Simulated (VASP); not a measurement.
Input of a VASP 6.6.1 run:

The input INCAR:

```
SYSTEM = CoO
PREC = Accurate
ENCUT = 520
EDIFF = 1E-6
ISMEAR = -1
SIGMA = 0.05
LREAL = .FALSE.
LASPH = .TRUE.
NELM = 150
ALGO = Normal
ISIF = 2
LWAVE = .FALSE.
LCHARG = .FALSE.
ISPIN = 2
MAGMOM = 2 0
LORBIT = 11
LMAXMIX = 4
GGA = PS
IVDW = 13
NBANDS = 18
```

The input KPOINTS:

```
regular mesh
0
G
  11 11 11
  0 0 0
```

The input POSCAR:

```
CoO
1.0
    0.0000000000      2.1315000000      2.1315000000
    2.1315000000      0.0000000000      2.1315000000
    2.1315000000      2.1315000000      0.0000000000
Co O
1 1
Direct
    0.0000000000      0.0000000000      0.0000000000
    0.5000000000      0.5000000000      0.5000000000
```

Potentials or basis: VASP PAW PBE potentials, release 64 (Co, O).

Command:

```bash
$ cat potpaw_PBE.64/Co/POTCAR potpaw_PBE.64/O/POTCAR > POTCAR
$ mpirun -np 1 vasp_std > vasp.out
```

What does it give for the net moment?

2.93 μB per cell.

Estimate the site moments.

Co +2.57; O +0.32 μB.

Predict the pressure.

-13.5 GPa.

Estimate the dispersion energy per atom.

-0.157 eV.

Caveat: the PAW data sets were made with another functional, which shifts forces and pressure a little; a cell with one magnetic atom can't hold antiferromagnetic order, which such compounds often take; pairwise dispersion overbinds metals, which lowers pressure and volume.
